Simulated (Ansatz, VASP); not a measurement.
## Ni in VASP and in Ansatz

```
Ni
1.0
     2.57303    0.00000    0.00000
    -1.28652    2.22831    0.00000
     0.00000    0.00000    8.43017
Ni
4
Direct
  0.00000 0.00000 0.00000
  0.00000 0.00000 0.50000
  0.33333 0.66667 0.25000
  0.66667 0.33333 0.75000
```

Alike in both runs: task single point; functional RPBE; k mesh 16 × 16 × 5; occupations fermi-dirac, width 0.1 eV; no spin polarisation.

|  | VASP | Ansatz |
| --- | --- | --- |
| version | VASP 6.6.1 | Ansatz 0.2.0 |
| potentials or method | VASP PAW PBE potentials, release 64 (Ni), cutoff 520 eV | plane waves (420 eV) with PAW, scalar-relativistic |
| valence electrons in the cell | 40 | 72 |

Ansatz gave:

| Item | Value |
| --- | --- |
| pressure (GPa) | -11.5 |
| traceless stress, the component that is largest in VASP (GPa) | -0.03 |

Question: What did VASP give for the same quantities?

Answer: Pressure (GPa): -11.0; traceless stress, the component that is largest in VASP (GPa): -0.05.

VASP's potentials were made for PBE, not for RPBE. The functional is the same, so the differences come from potentials, cutoffs and numerics. VASP's potentials hold 40 valence electrons a cell and Ansatz's 72, so a difference there can come from the potentials and not from the codes.
